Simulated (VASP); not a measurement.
# Si3N4 (P6_3/m) in VASP: single point with PBE

Aim: the single point of Si3N4 with PBE.

All numbers are computed with VASP 6.6.1; they aren't measurements. Logs are shortened: lines on timing, memory, paths and dates and some standing lists are left out, and cuts for length are marked.

### Step 1. The cell of the first run

The structure is hexagonal, space group P6_3/m (No. 176). The conventional cell has a = 7.602 Å, b = 7.602 Å, c = 2.907 Å, α = 90.00°, β = 90.00°, γ = 120.00°. Within 2.3 Å of Si (site symmetry m) lie 4 N at 1.73 to 1.74 Å. N (site symmetry -6) has 3 Si at 1.73 Å within 2.3 Å. N (site symmetry m) has 3 Si at 1.74 Å within 2.3 Å.

### Step 2. Single point, PBE

Contents of INCAR:

```
SYSTEM = Si3N4
ALGO = Normal
EDIFF = 1E-6
ENCUT = 600
GGA = PE
GGA_COMPAT = .FALSE.
ISIF = 2
ISMEAR = -1
LASPH = .TRUE.
LCHARG = .FALSE.
LREAL = .FALSE.
LWAVE = .FALSE.
NBANDS = 45
NELM = 120
PREC = Accurate
SIGMA = 0.02
```

Contents of KPOINTS:

```
k-points
0
G
  4 4 10
  0 0 0
```

Contents of POSCAR:

```
Si3N4
1.0
    7.6018000000      0.0000000000      0.0000000000
   -3.8009000000      6.5833519145      0.0000000000
    0.0000000000      0.0000000000      2.9066000000
Si N
6 8
Direct
    0.1737016310      0.7675531171      0.2500000000
    0.4061485138      0.1737016310      0.7500000000
    0.2324468829      0.4061485138      0.2500000000
    0.8262983690      0.2324468829      0.7500000000
    0.5938514862      0.8262983690      0.2500000000
    0.7675531171      0.5938514862      0.7500000000
    0.3333333333      0.6666666667      0.2500000000
    0.6666666667      0.3333333333      0.7500000000
    0.3297006032      0.0295957680      0.2500000000
    0.3001048353      0.3297006032      0.7500000000
    0.9704042320      0.3001048353      0.2500000000
    0.6702993968      0.9704042320      0.7500000000
    0.6998951647      0.6702993968      0.2500000000
    0.0295957680      0.6998951647      0.7500000000
```

Potentials or basis: VASP PAW PBE potentials, release 64 (Si, N).

Started as:

```sh
> cat potpaw_PBE.64/Si/POTCAR potpaw_PBE.64/N/POTCAR > POTCAR
> mpirun -np 1 vasp_std > vasp.out
```

OUTCAR:

```text
SYSTEM = Si3N4
   EDIFF = 1E-6
   ENCUT = 600
   GGA = PE
   ISIF = 2
   ISMEAR = -1
   LASPH = .TRUE.
   LREAL = .FALSE.
   NELM = 120
   PREC = Accurate

 ion  position               nearest neighbor table
   1  0.174  0.768  0.250-   7 1.73   9 1.74  14 1.74  14 1.74   5 3.00   3 3.00   2 3.05   2 3.05
                             6 3.05   6 3.05
   2  0.406  0.174  0.750-   8 1.73  10 1.74   9 1.74   9 1.74   4 3.00   6 3.00   3 3.05   3 3.05
                             1 3.05   1 3.05
   3  0.232  0.406  0.250-   7 1.73  11 1.74  10 1.74  10 1.74   1 3.00   5 3.00   2 3.05   2 3.05
                             4 3.05   4 3.05
   4  0.826  0.232  0.750-   8 1.73  12 1.74  11 1.74  11 1.74   2 3.00   6 3.00   5 3.05   5 3.05
                             3 3.05   3 3.05
   5  0.594  0.826  0.250-   7 1.73  13 1.74  12 1.74  12 1.74   1 3.00   3 3.00   6 3.05   6 3.05
                             4 3.05   4 3.05
   6  0.768  0.594  0.750-   8 1.73  14 1.74  13 1.74  13 1.74   4 3.00   2 3.00   5 3.05   5 3.05
                             1 3.05   1 3.05
   7  0.333  0.667  0.250-   1 1.73   5 1.73   3 1.73
   8  0.667  0.333  0.750-   4 1.73   2 1.73   6 1.73
   9  0.330  0.030  0.250-   1 1.74   2 1.74   2 1.74
  10  0.300  0.330  0.750-   2 1.74   3 1.74   3 1.74
  11  0.970  0.300  0.250-   3 1.74   4 1.74   4 1.74
  12  0.670  0.970  0.750-   4 1.74   5 1.74   5 1.74
  13  0.700  0.670  0.250-   5 1.74   6 1.74   6 1.74
  14  0.030  0.700  0.750-   6 1.74   1 1.74   1 1.74

  LATTYP: Found a hexagonal cell.
 ALAT       =     7.6018000000
 C/A-ratio  =     0.3823568102

  Lattice vectors:

 A1 = (   7.6018000000,   0.0000000000,   0.0000000000)
 A2 = (  -3.8009000000,   6.5833519145,   0.0000000000)
 A3 = (   0.0000000000,   0.0000000000,   2.9066000000)

Analysis of symmetry for initial positions (statically):
=====================================================================
 Subroutine PRICEL returns:
 Original cell was already a primitive cell.

 Routine SETGRP: Setting up the symmetry group for a
 hexagonal supercell.

 Subroutine GETGRP returns: Found 12 space group operations
 (whereof  6 operations were pure point group operations)
 out of a pool of 24 trial point group operations.

The static configuration has the point symmetry S_6 .
 The point group associated with its full space group is C_6h.

Analysis of symmetry for dynamics (positions and initial velocities):
=====================================================================
 Subroutine PRICEL returns:
 Original cell was already a primitive cell.

 Routine SETGRP: Setting up the symmetry group for a
 hexagonal supercell.

 Subroutine GETGRP returns: Found 12 space group operations
 (whereof  6 operations were pure point group operations)
 out of a pool of 24 trial point group operations.

The dynamic configuration has the point symmetry S_6 .
 The point group associated with its full space group is C_6h.

 Subroutine INISYM returns: Found 12 space group operations
 (whereof  6 operations are pure point group operations),
 and found     1 'primitive' translations

----------------------------------------------------------------------------------------

                                     Primitive cell

  volume of cell :     145.4617

  direct lattice vectors                    reciprocal lattice vectors
     7.601800000  0.000000000  0.000000000     0.131547791  0.075949153  0.000000000
    -3.800900000  6.583351914  0.000000000     0.000000000  0.151898305  0.000000000
     0.000000000  0.000000000  2.906600000     0.000000000  0.000000000  0.344044588

  length of vectors
     7.601800000  7.601800000  2.906600000     0.151898305  0.151898305  0.344044588

  position of ions in fractional coordinates (direct lattice)
     0.173701631  0.767553117  0.250000000
     0.406148514  0.173701631  0.750000000
     0.232446883  0.406148514  0.250000000
     0.826298369  0.232446883  0.750000000
     0.593851486  0.826298369  0.250000000
     0.767553117  0.593851486  0.750000000
     0.333333333  0.666666667  0.250000000
     0.666666667  0.333333333  0.750000000
     0.329700603  0.029595768  0.250000000
     0.300104835  0.329700603  0.750000000
     0.970404232  0.300104835  0.250000000
[... 32 lines left out ...]
     0.032886948  0.018987288  0.000000000     0.250000000  0.000000000  0.000000000
     0.000000000  0.037974576  0.000000000     0.000000000  0.250000000  0.000000000
     0.000000000  0.000000000  0.034404459     0.000000000  0.000000000  0.100000000

  Length of vectors
     0.037974576  0.037974576  0.034404459

  Shift w.r.t. Gamma in fractional coordinates (k-lattice)
     0.000000000  0.000000000  0.000000000

 Subroutine IBZKPT returns following result:
 ===========================================

 Found     24 irreducible k-points:

 Following reciprocal coordinates:
            Coordinates               Weight
  0.000000  0.000000  0.000000      1.000000
  0.250000 -0.000000  0.000000      6.000000
  0.500000 -0.000000  0.000000      3.000000
  0.250000  0.250000  0.000000      6.000000
  0.000000  0.000000  0.100000      2.000000
  0.250000 -0.000000  0.100000     12.000000
[... 16 lines left out ...]
  0.500000 -0.000000  0.500000      3.000000
  0.250000  0.250000  0.500000      6.000000
   k-points           NKPTS =     24   k-points in BZ     NKDIM =     24   number of bands    NBANDS=     45
   number of dos      NEDOS =    301   number of ions     NIONS =     14
   total plane-waves  NPLWV =  98304
   dimension x,y,z NGX =    64 NGY =   64 NGZ =   24
   dimension x,y,z NGXF=   128 NGYF=  128 NGZF=   48
   ions per type =               6   8
   NGX,Y,Z   is equivalent  to a cutoff of  14.00, 14.00, 13.73 a.u.
   NGXF,Y,Z  is equivalent  to a cutoff of  27.99, 27.99, 27.45 a.u.
 SYSTEM =  Si3N4
   PREC   = accura    normal or accurate (medium, high low for compatibility)
   ISTART =      0    job   : 0-new  1-cont  2-samecut
   ICHARG =      2    charge: 1-file 2-atom 10-const
   ISPIN  =      1    spin polarized calculation?
   LNONCOLLINEAR =      F non collinear calculations
   LSORBIT =      F    spin-orbit coupling
   LASPH  =      T    aspherical Exc in radial PAW
   ENCUT  =  600.0 eV  44.10 Ry    6.64 a.u.  15.18 15.18  5.81*2*pi/ulx,y,z
   NELM   =    120;   NELMIN=  2; NELMDL= -5     # of ELM steps
   EDIFF  = 0.1E-05   stopping-criterion for ELM
   LREAL  =      F    real-space projection
   EDIFFG = 0.1E-04   stopping-criterion for IOM
   NSW    =      0    number of steps for IOM
   IBRION =     -1    ionic relax: 0-MD 1-quasi-New 2-CG
   NFREE  =      0    steps in history (QN), initial steepest desc. (CG)
   ISIF   =      2    stress and relaxation
   ISYM   =      2    0-nonsym 1-usesym 2-fastsym
   POTIM  = 0.5000    time-step for ionic-motion
   TEBEG  =    0.0;   TEEND  =   0.0 temperature during run
   PSTRESS=    0.0 pullay stress
   NELECT =      64.0000    total number of electrons
   NUPDOWN=      -1.0000    fix difference up-down
   EMIN   =  10.00;   EMAX   =-10.00  energy-range for DOS
   EFERMI =   0.00;   METHOD = LEGACY
   ISMEAR =    -1;   SIGMA  =   0.02  broadening in eV -4-tet -1-fermi 0-gaus
   EFERMI_NEDOS =   21; number of points for ismear=-14 and -15
   IALGO  =     38    algorithm
   IMIX   =      4    mixing-type and parameters
     AMIX     =   0.40;   BMIX     =  1.00
     AMIX_MAG =   1.60;   BMIX_MAG =  1.00
  volume/ion in A,a.u.               =      10.39        70.12
  Fermi-wavevector in a.u.,A,eV,Ry     =   1.245141  2.352975 21.094150  1.550376
  Thomas-Fermi vector in A             =   2.379377
   LORBIT       =      0    0 simple, 1 ext, 2 COOP (PROOUT), +10 PAW based schemes
   GGA     = PE    functional components
   LHFCALC =     F    Hartree Fock is set to
   AEXX    =    0.0000 exact exchange contribution
   IVDW    =     0    specifies the selected vdW correction
   LEPSILON=     F    determine dielectric tensor
   LRPA    =     F    only Hartree local field effects (RPA)
 non-spin polarized calculation
  energy-cutoff  :      600.00
  volume of cell :      145.46
 maximum number of plane-waves:      4876
 NGX is ok and might be reduce to    64
   NGX = 31   NGY = 31   NGZ = 11

 number of electron      63.9999994 magnetization

 Free energy of the ion-electron system (eV)
  ---------------------------------------------------
  ext. energy  EPLUGINS =         0.00000000
  ---------------------------------------------------
  free energy    TOTEN  =      -114.50046852 eV

  energy without entropy =     -114.50046852  energy(sigma->0) =     -114.50046852

 E-fermi :   7.2299     XC(G=0): -10.8119

 val. band max:        6.7740874959   @ k =   0.0000   0.0000   0.2000
 cond. band min:      11.0971625184   @ k =   0.0000   0.0000   0.0000
 fundamental gap:      4.3230750225
 Fermi energy:         7.2299378400

 k-point     1 :       0.0000    0.0000    0.0000
  band No.  band energies     occupation
      1     -11.4532      2.00000
      2      -9.9877      2.00000
      3      -9.9877      2.00000
      4      -9.3447      2.00000
      5      -9.2178      2.00000
      6      -9.2178      2.00000
[... 1117 lines left out ...]
     43      14.4112      0.00000
     44      14.4112      0.00000
 [bands above 44 left out]

------------------------ aborting loop because EDIFF is reached ----------------------------------------

  FORCE on cell =-STRESS in cart. coord.  units (eV):
  Direction    XX          YY          ZZ          XY          YZ          ZX
  --------------------------------------------------------------------------------------
  -------------------------------------------------------------------------------------
  Total        4.8153595      4.8153595      4.5938238      0.0000001      0.0000000      0.0000000
  in kB       53.0384129     53.0384129     50.5983246      0.0000006      0.0000000      0.0000000
  external PRESSURE =      52.2250501 kB  Pullay stress =       0.0000000 kB

 VOLUME and BASIS-vectors are now :
 -----------------------------------------------------------------------------
  energy-cutoff  :      600.00
  volume of cell :      145.46
      direct lattice vectors                 reciprocal lattice vectors
     7.601800000  0.000000000  0.000000000     0.131547791  0.075949153  0.000000000
    -3.800900000  6.583351914  0.000000000     0.000000000  0.151898305  0.000000000
     0.000000000  0.000000000  2.906600000     0.000000000  0.000000000  0.344044588

 POSITION                                       TOTAL-FORCE (eV/Angst)
 -----------------------------------------------------------------------------------
     -1.59695      5.05307      0.72665         0.000288      0.000966     -0.000000
      2.42724      1.14354      2.17995        -0.000693      0.000732     -0.000000
      0.22328      2.67382      0.72665        -0.000981     -0.000234     -0.000000
      5.39785      1.53028      2.17995        -0.000288     -0.000966     -0.000000
      1.37366      5.43981      0.72665         0.000693     -0.000732     -0.000000
      3.57762      3.90953      2.17995         0.000981      0.000234     -0.000000
     -0.00000      4.38890      0.72665        -0.000000      0.000000      0.000000
      3.80090      2.19445      2.17995        -0.000000      0.000000      0.000000
      2.39383      0.19484      0.72665        -0.002168      0.000254     -0.000000
      1.02818      2.17054      2.17995        -0.001304     -0.001751     -0.000000
      6.23615      1.97570      0.72665         0.000864     -0.002005     -0.000000
      1.40707      6.38851      2.17995         0.002168     -0.000254      0.000000
      2.77272      4.41282      0.72665         0.001304      0.001751     -0.000000
     -2.43525      4.60766      2.17995        -0.000864      0.002005     -0.000000
 -----------------------------------------------------------------------------------
    total drift:                                0.000000     -0.000000      0.000000

  FREE ENERGIE OF THE ION-ELECTRON SYSTEM (eV)
  ---------------------------------------------------
  free  energy   TOTEN  =      -114.5004685217 eV

  energy  without entropy=     -114.5004685217  energy(sigma->0) =     -114.50046852
```

Run time: 3.4 min. Hardware: 1 thread of Intel Xeon Platinum 8488C (Sapphire Rapids), shared host; peak memory 0.37 GiB.

What came out:

```
Free energy            : -114.5005 eV
Pressure               : 5.2 GPa
Band gap on the k mesh : 4.32 eV (least direct gap 4.52 eV)
```

Forces in eV/Å, atoms in the order of the input:
```
Si   0.000  0.001  0.000
Si  -0.001  0.001  0.000
Si  -0.001  0.000  0.000
Si   0.000 -0.001  0.000
Si   0.001 -0.001  0.000
Si   0.001  0.000  0.000
N    0.000  0.000  0.000
N    0.000  0.000  0.000
N   -0.002  0.000  0.000
N   -0.001 -0.002  0.000
N    0.001 -0.002  0.000
N    0.002  0.000  0.000
N    0.001  0.002  0.000
N   -0.001  0.002  0.000
```

Stress tensor (GPa, compression positive):
```
5.30 0.00 0.00
0.00 5.30 0.00
0.00 0.00 5.06
```

Caveat: the cell stands under pressure. A k mesh can miss the band edges.
